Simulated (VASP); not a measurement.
# ZnS (P3m1) in VASP: single point with r2SCAN

Aim: the single point of ZnS with r2SCAN.

Everything below comes from runs of VASP 6.6.1. Logs are shortened: lines on timing, memory, paths and dates and some standing lists are left out, and cuts for length are marked.

## (1) The cell of the first run

The structure is trigonal, space group P3m1 (No. 156). The conventional cell has a = 3.847 Å, b = 3.847 Å, c = 25.160 Å, α = 90.00°, β = 90.00°, γ = 120.00°. Within 3.1 Å of Zn (site symmetry 3m) lie 4 S at 2.36 Å. Within 3.1 Å of Zn (site symmetry 3m) lie 4 S at 2.36 Å. Within 3.1 Å of Zn (site symmetry 3m) lie 4 S at 2.36 Å. Zn (site symmetry 3m) has 4 S at 2.36 Å within 3.1 Å. Within 3.1 Å of Zn (site symmetry 3m) lie 4 S at 2.36 Å. Within 3.1 Å of Zn (site symmetry 3m) lie 4 S at 2.36 Å. Within 3.1 Å of Zn (site symmetry 3m) lie 4 S at 2.36 Å. Zn (site symmetry 3m) has 4 S at 2.36 Å within 3.1 Å.

## (2) Single point, r2SCAN (20.16 Å³/atom)

POSCAR

```
ZnS
1.0
    3.8471877285      0.0000000000      0.0000000000
   -1.9235938643      3.3317623060      0.0000000000
    0.0000000000      0.0000000000     25.1599752950
Zn S
8 8
Direct
    0.3333333333      0.6666666667      0.1251865175
    0.0000000000      0.0000000000      0.0003008438
    0.6666666667      0.3333333333      0.6248192927
    0.6666666667      0.3333333333      0.8752095079
    0.0000000000      0.0000000000      0.7499039343
    0.3333333333      0.6666666667      0.4999191375
    0.0000000000      0.0000000000      0.3750084810
    0.6666666667      0.3333333333      0.2500971024
    0.6666666667      0.3333333333      0.3437556985
    0.6666666667      0.3333333333      0.7184648793
    0.3333333333      0.6666666667      0.2188448055
    0.0000000000      0.0000000000      0.8437107530
    0.6666666667      0.3333333333      0.9690008191
    0.0000000000      0.0000000000      0.0939368564
    0.3333333333      0.6666666667      0.5935752519
    0.0000000000      0.0000000000      0.4686671191
```

INCAR.step1

```
SYSTEM = ZnS
ALGO = Normal
EDIFF = 1E-4
ENCUT = 520
GGA = PE
ISMEAR = 0
LASPH = .True.
LCHARG = .False.
LREAL = Auto
LWAVE = .True.
NBANDS = 86
NELM = 60
PREC = Accurate
SIGMA = 0.02
```

INCAR.step2

```
SYSTEM = ZnS
ALGO = Normal
EDIFF = 1E-6
ENCUT = 520
ISIF = 2
ISMEAR = 0
ISTART = 1
LASPH = .True.
LCHARG = .False.
LMIXTAU = .True.
LREAL = Auto
LWAVE = .False.
METAGGA = R2SCAN
NBANDS = 86
NELM = 60
PREC = Accurate
SIGMA = 0.02
```

KPOINTS

```
k-points
0
Gamma
  9 9 1
  0 0 0
```

Potentials or basis: VASP PAW PBE potentials, release 64 (Zn, S).

Command:

```console
$ cat potpaw_PBE.64/Zn/POTCAR potpaw_PBE.64/S/POTCAR > POTCAR
$ cp INCAR.step1 INCAR
$ mpirun -np 1 vasp_std > vasp.out
$ cp INCAR.step2 INCAR
$ mpirun -np 1 vasp_std > vasp.out
```

OUTCAR:

```text
SYSTEM = ZnS
   EDIFF = 1E-6
   ENCUT = 520
   ISIF = 2
   ISMEAR = 0
   ISTART = 1
   LASPH = .True.
   LREAL = Auto
   METAGGA = R2SCAN
   NELM = 60
   PREC = Accurate

 ion  position               nearest neighbor table
   1  0.333  0.667  0.125-  14 2.36  14 2.36  14 2.36  11 2.36
   2  0.000  0.000  0.000-  14 2.36  13 2.36  13 2.36  13 2.36
   3  0.667  0.333  0.625-  10 2.36  15 2.36  15 2.36  15 2.36
   4  0.667  0.333  0.875-  12 2.36  12 2.36  12 2.36  13 2.36
   5  0.000  0.000  0.750-  10 2.36  10 2.36  10 2.36  12 2.36
   6  0.333  0.667  0.500-  16 2.36  16 2.36  16 2.36  15 2.36
[... 8 lines left out ...]
  15  0.333  0.667  0.594-   3 2.36   3 2.36   3 2.36   6 2.36
  16  0.000  0.000  0.469-   6 2.36   6 2.36   6 2.36   7 2.36

  LATTYP: Found a hexagonal cell.
 ALAT       =     3.8471877285
 C/A-ratio  =     6.5398356073

  Lattice vectors:

 A1 = (   3.8471877285,   0.0000000000,   0.0000000000)
 A2 = (  -1.9235938643,   3.3317623060,   0.0000000000)
 A3 = (   0.0000000000,   0.0000000000,  25.1599752950)

Analysis of symmetry for initial positions (statically):
=====================================================================
 Subroutine PRICEL returns:
 Original cell was already a primitive cell.

 Routine SETGRP: Setting up the symmetry group for a
 hexagonal supercell.

 Subroutine GETGRP returns: Found  6 space group operations
 (whereof  6 operations were pure point group operations)
 out of a pool of 24 trial point group operations.

The static configuration has the point symmetry C_3v.

Analysis of symmetry for dynamics (positions and initial velocities):
=====================================================================
 Subroutine PRICEL returns:
 Original cell was already a primitive cell.

 Routine SETGRP: Setting up the symmetry group for a
 hexagonal supercell.

 Subroutine GETGRP returns: Found  6 space group operations
 (whereof  6 operations were pure point group operations)
 out of a pool of 24 trial point group operations.

The dynamic configuration has the point symmetry C_3v.

 Subroutine INISYM returns: Found  6 space group operations
 (whereof  6 operations are pure point group operations),
 and found     1 'primitive' translations

----------------------------------------------------------------------------------------

                                     Primitive cell

  volume of cell :     322.4984

  direct lattice vectors                    reciprocal lattice vectors
     3.847187728  0.000000000  0.000000000     0.259930128  0.150070730  0.000000000
    -1.923593864  3.331762306  0.000000000     0.000000000  0.300141459  0.000000000
     0.000000000  0.000000000 25.159975295     0.000000000  0.000000000  0.039745667

  length of vectors
     3.847187728  3.847187729 25.159975295     0.300141459  0.300141459  0.039745667

  position of ions in fractional coordinates (direct lattice)
     0.333333333  0.666666667  0.125186517
     0.000000000  0.000000000  0.000300844
     0.666666667  0.333333333  0.624819293
     0.666666667  0.333333333  0.875209508
     0.000000000  0.000000000  0.749903934
     0.333333333  0.666666667  0.499919138
[... 8 lines left out ...]
     0.333333333  0.666666667  0.593575252
     0.000000000  0.000000000  0.468667119

  ion indices of the primitive-cell ions
   primitive index   ion index
                 1           1
                 2           2
                 3           3
                 4           4
                 5           5
                 6           6
[... 8 lines left out ...]
                15          15
                16          16

----------------------------------------------------------------------------------------

 KPOINTS: k-points

Automatic generation of k-mesh.
 Grid dimensions read from file:
 generate k-points for:    9    9    1

 Generating k-lattice:

  Cartesian coordinates                     Fractional coordinates (reciprocal lattice)
     0.028881125  0.016674526  0.000000000     0.111111111  0.000000000  0.000000000
     0.000000000  0.033349051  0.000000000     0.000000000  0.111111111  0.000000000
     0.000000000  0.000000000  0.039745667     0.000000000  0.000000000  1.000000000

  Length of vectors
     0.033349051  0.033349051  0.039745667

  Shift w.r.t. Gamma in fractional coordinates (k-lattice)
     0.000000000  0.000000000  0.000000000

 Subroutine IBZKPT returns following result:
 ===========================================

 Found     12 irreducible k-points:

 Following reciprocal coordinates:
            Coordinates               Weight
  0.000000  0.000000  0.000000      1.000000
  0.111111  0.000000  0.000000      6.000000
  0.222222  0.000000  0.000000      6.000000
  0.333333  0.000000  0.000000      6.000000
  0.444444  0.000000  0.000000      6.000000
  0.111111  0.111111  0.000000      6.000000
  0.222222  0.111111  0.000000     12.000000
  0.333333  0.111111  0.000000     12.000000
  0.444444  0.111111  0.000000      6.000000
  0.222222  0.222222  0.000000      6.000000
  0.333333  0.222222  0.000000     12.000000
  0.333333  0.333333  0.000000      2.000000
   k-points           NKPTS =     12   k-points in BZ     NKDIM =     12   number of bands    NBANDS=     86
   number of dos      NEDOS =    301   number of ions     NIONS =     16
   total plane-waves  NPLWV = 172800
   dimension x,y,z NGX =    30 NGY =   30 NGZ =  192
   dimension x,y,z NGXF=    60 NGYF=   60 NGZF=  384
   ions per type =               8   8
   NGX,Y,Z   is equivalent  to a cutoff of  12.96, 12.96, 12.69 a.u.
   NGXF,Y,Z  is equivalent  to a cutoff of  25.93, 25.93, 25.37 a.u.
 SYSTEM =  ZnS
   PREC   = accura    normal or accurate (medium, high low for compatibility)
   ISTART =      1    job   : 0-new  1-cont  2-samecut
   ICHARG =      0    charge: 1-file 2-atom 10-const
   ISPIN  =      1    spin polarized calculation?
   LNONCOLLINEAR =      F non collinear calculations
   LSORBIT =      F    spin-orbit coupling
   LASPH  =      T    aspherical Exc in radial PAW
   ENCUT  =  520.0 eV  38.22 Ry    6.18 a.u.   7.15  7.15 46.78*2*pi/ulx,y,z
   NELM   =     60;   NELMIN=  2; NELMDL=  0     # of ELM steps
   EDIFF  = 0.1E-05   stopping-criterion for ELM
   LREAL  =      T    real-space projection
   EDIFFG = 0.1E-04   stopping-criterion for IOM
   NSW    =      0    number of steps for IOM
   IBRION =     -1    ionic relax: 0-MD 1-quasi-New 2-CG
   NFREE  =      0    steps in history (QN), initial steepest desc. (CG)
   ISIF   =      2    stress and relaxation
   ISYM   =      2    0-nonsym 1-usesym 2-fastsym
   POTIM  = 0.5000    time-step for ionic-motion
   TEBEG  =    0.0;   TEEND  =   0.0 temperature during run
   PSTRESS=    0.0 pullay stress
   NELECT =     144.0000    total number of electrons
   NUPDOWN=      -1.0000    fix difference up-down
   EMIN   =  10.00;   EMAX   =-10.00  energy-range for DOS
   EFERMI =   0.00;   METHOD = LEGACY
   ISMEAR =     0;   SIGMA  =   0.02  broadening in eV -4-tet -1-fermi 0-gaus
   EFERMI_NEDOS =   21; number of points for ismear=-14 and -15
   IALGO  =     38    algorithm
   IMIX   =      4    mixing-type and parameters
     AMIX     =   0.40;   BMIX     =  1.00
     AMIX_MAG =   1.60;   BMIX_MAG =  1.00
  volume/ion in A,a.u.               =      20.16       136.02
  Fermi-wavevector in a.u.,A,eV,Ry     =   1.251276  2.364569 21.302529  1.565692
  Thomas-Fermi vector in A             =   2.385231
   LORBIT       =      0    0 simple, 1 ext, 2 COOP (PROOUT), +10 PAW based schemes
   METAGGA = R2SCAN    functional components
   LHFCALC =     F    Hartree Fock is set to
   AEXX    =    0.0000 exact exchange contribution
   IVDW    =     0    specifies the selected vdW correction
   LEPSILON=     F    determine dielectric tensor
   LRPA    =     F    only Hartree local field effects (RPA)
 non-spin polarized calculation
 Gauss-broadening in eV      SIGMA  =   0.02
  energy-cutoff  :      520.00
  volume of cell :      322.50
 maximum number of plane-waves:      8751
 NGX is ok and might be reduce to    30
   NGX = 15   NGY = 15   NGZ = 93

 number of electron     144.0000084 magnetization

 Free energy of the ion-electron system (eV)
  ---------------------------------------------------
  ext. energy  EPLUGINS =         0.00000000
  ---------------------------------------------------
  free energy    TOTEN  =      -150.86586787 eV

  energy without entropy =     -150.86586787  energy(sigma->0) =     -150.86586787

 E-fermi :   1.7406     XC(G=0): -10.1735

 val. band max:        1.6367558438   @ k =   0.0000   0.0000   0.0000
 cond. band min:       4.2278265755   @ k =   0.0000   0.0000   0.0000
 fundamental gap:      2.5910707316
 Fermi energy:         1.7405651034

 k-point     1 :       0.0000    0.0000    0.0000
  band No.  band energies     occupation
      1     -11.8932      2.00000
      2     -11.7804      2.00000
      3     -11.7745      2.00000
      4     -11.4781      2.00000
      5     -11.4778      2.00000
      6     -11.1436      2.00000
[... 76 lines left out ...]
     83       8.5035      0.00000
     84       8.5036      0.00000

 k-point     2 :       0.1111    0.0000    0.0000
  band No.  band energies     occupation
      1     -11.8116      2.00000
      2     -11.7025      2.00000
      3     -11.6966      2.00000
      4     -11.4119      2.00000
      5     -11.4100      2.00000
      6     -11.0912      2.00000
[... 859 lines left out ...]
     83       7.8382      0.00000
     84       8.0805      0.00000

 k-point    12 :       0.3333    0.3333    0.0000
  band No.  band energies     occupation
      1     -10.7673      2.00000
      2     -10.7671      2.00000
      3     -10.7641      2.00000
      4     -10.7611      2.00000
      5     -10.7582      2.00000
      6     -10.7567      2.00000
[... 76 lines left out ...]
     83       8.1945      0.00000
     84       8.4504      0.00000
 [bands above 84 left out]

------------------------ aborting loop because EDIFF is reached ----------------------------------------

  FORCE on cell =-STRESS in cart. coord.  units (eV):
  Direction    XX          YY          ZZ          XY          YZ          ZX
  --------------------------------------------------------------------------------------
  -------------------------------------------------------------------------------------
  Total       -4.2906094     -4.2906094     -4.3048622      0.0000000      0.0000000     -0.0000000
  in kB      -21.3158160    -21.3158160    -21.3866243      0.0000000      0.0000000     -0.0000000
  external PRESSURE =     -21.3394188 kB  Pullay stress =       0.0000000 kB

 VOLUME and BASIS-vectors are now :
 -----------------------------------------------------------------------------
  energy-cutoff  :      520.00
  volume of cell :      322.50
      direct lattice vectors                 reciprocal lattice vectors
     3.847187728  0.000000000  0.000000000     0.259930128  0.150070730  0.000000000
    -1.923593864  3.331762306  0.000000000     0.000000000  0.300141459  0.000000000
     0.000000000  0.000000000 25.159975295     0.000000000  0.000000000  0.039745667

 POSITION                                       TOTAL-FORCE (eV/Angst)
 -----------------------------------------------------------------------------------
     -0.00000      2.22117      3.14969        -0.000000     -0.000000     -0.015937
      0.00000      0.00000      0.00757         0.000000     -0.000000     -0.018211
      1.92359      1.11059     15.72044        -0.000000      0.000000     -0.006004
      1.92359      1.11059     22.02025        -0.000000     -0.000000     -0.018778
      0.00000      0.00000     18.86756        -0.000000      0.000000     -0.009287
     -0.00000      2.22117     12.57795         0.000000      0.000000     -0.009098
[... 8 lines left out ...]
     -0.00000      2.22117     14.93434         0.000000     -0.000000      0.007753
      0.00000      0.00000     11.79165         0.000000     -0.000000      0.010817
 -----------------------------------------------------------------------------------
    total drift:                               -0.000112      0.000066     -0.173097

  FREE ENERGIE OF THE ION-ELECTRON SYSTEM (eV)
  ---------------------------------------------------
  free  energy   TOTEN  =      -150.8658678729 eV

  energy  without entropy=     -150.8658678729  energy(sigma->0) =     -150.86586787
```

It took 36 min on 1 thread of Intel Xeon 8259CL, shared host; peak memory 0.56 GiB.

Results:

| Property | Result |
| --- | --- |
| Free energy | -150.8659 eV |
| Pressure | -2.1 GPa |
| Largest force | 0.019 eV/Å |
| Band gap on the k mesh | 2.59 eV |

Forces in eV/Å, atoms in the order of the input:
```
Zn   0.000  0.000 -0.016
Zn   0.000  0.000 -0.018
Zn   0.000  0.000 -0.006
Zn   0.000  0.000 -0.019
Zn   0.000  0.000 -0.009
Zn   0.000  0.000 -0.009
Zn   0.000  0.000 -0.012
Zn   0.000  0.000 -0.014
S    0.000  0.000  0.012
S    0.000  0.000  0.011
S    0.000  0.000  0.013
S    0.000  0.000  0.017
S    0.000  0.000  0.015
S    0.000  0.000  0.016
S    0.000  0.000  0.008
S    0.000  0.000  0.011
```

Caveat: the PAW data sets were made with another functional, which shifts forces and pressure a little.
